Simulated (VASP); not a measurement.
Write the native input for VASP 6.6.1 that does the following.

- Task: single point
- Functional: PBEsol
- Dispersion: D3(BJ)
- Potentials or basis: VASP PAW PBE potentials, release 64 (Pt, Fe)
- Cutoff: 520 eV
- k mesh: 10 × 10 × 7
- Occupations: fermi-dirac, width 0.05 eV
- Spin: collinear spin, ferromagnetic start
- Starting moments: [0.0, 3.0] μB
- Dipole correction: no
- Further INCAR settings: ALGO = Normal; EDIFF = 1e-07; NBANDS = 20

The structure of FePt lies in POSCAR:

```
FePt
1.0
    2.6776687714      0.0000000000      0.0000000000
    0.0000000000      2.6776687714      0.0000000000
    0.0000000000      0.0000000000      3.6748027312
Pt Fe
1 1
Direct
    0.5000000000      0.5000000000      0.5000000000
    0.0000000000      0.0000000000      0.0000000000
```

One way to write it, as run:

INCAR

```
SYSTEM = FePt
PREC = Accurate
ENCUT = 520
EDIFF = 1E-7
ISMEAR = -1
SIGMA = 0.05
LREAL = .False.
LASPH = .True.
NELM = 150
ALGO = Normal
ISIF = 2
LWAVE = .False.
LCHARG = .False.
ISPIN = 2
MAGMOM = 0 3
LORBIT = 11
LMAXMIX = 4
GGA = PS
IVDW = 12
NBANDS = 20
```

KPOINTS

```
Automatic mesh
0
Gamma
  10 10 7
  0 0 0
```

Potentials or basis: VASP PAW PBE potentials, release 64 (Pt, Fe).

Command:

```sh
$ cat potpaw_PBE.64/Pt/POTCAR potpaw_PBE.64/Fe/POTCAR > POTCAR
$ mpirun -np 1 vasp_std > vasp.out
```

Results of the run:

```yaml
Pressure: -2.2 GPa
Net_moment: 3.20 μB per cell
Site_moments: Pt +0.33; Fe +2.83 μB
Valence_electrons_inside_the_program's_atomic_spheres: Pt 9.53; Fe 7.09
Dispersion_energy_per_atom: -0.533 eV
```

Caveat: three body term missing; the PAW data sets were made with another functional, which shifts forces and pressure a little.

Wall time 100 s on 1 thread of Oxide Virtual Turin-like Processor, with other jobs on the host, peak memory 0.17 GiB.
